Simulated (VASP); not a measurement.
Crystal: Pb.

```
CELL_PARAMETERS angstrom
0.00000 2.47502 2.47502
2.47502 0.00000 2.47502
2.47502 2.47502 0.00000
ATOMIC_POSITIONS crystal
Pb 0.00000 0.00000 0.00000
```

Base run:

| Item | Value |
| --- | --- |
| Program | VASP 6.6.1 |
| Functional | PBE |
| Potentials or basis | VASP PAW PBE potentials, release 64 (Pb_d) |
| Cutoff | 520 eV |
| k mesh | 9 × 9 × 9 |
| Occupations | gaussian, width 0.05 eV |
| Spin | no spin polarisation |

Its results: band gap on the k mesh zero (band 7 reaches 14.70 eV, above the bottom of band 8 at 5.74 eV); pressure 2.2 GPa.

The run is repeated on the same cell with these changes: k mesh from 9 × 9 × 9 to 7 × 7 × 7; occupations from gaussian, width 0.05 eV to fermi-dirac, width 0.05 eV. What comes out?

Band gap on the k mesh zero (band 7 reaches 14.70 eV, above the bottom of band 8 at 5.84 eV); pressure 2.9 GPa.

Caveats: spin-orbit coupling is left out, which moves the levels of the heavy elements.
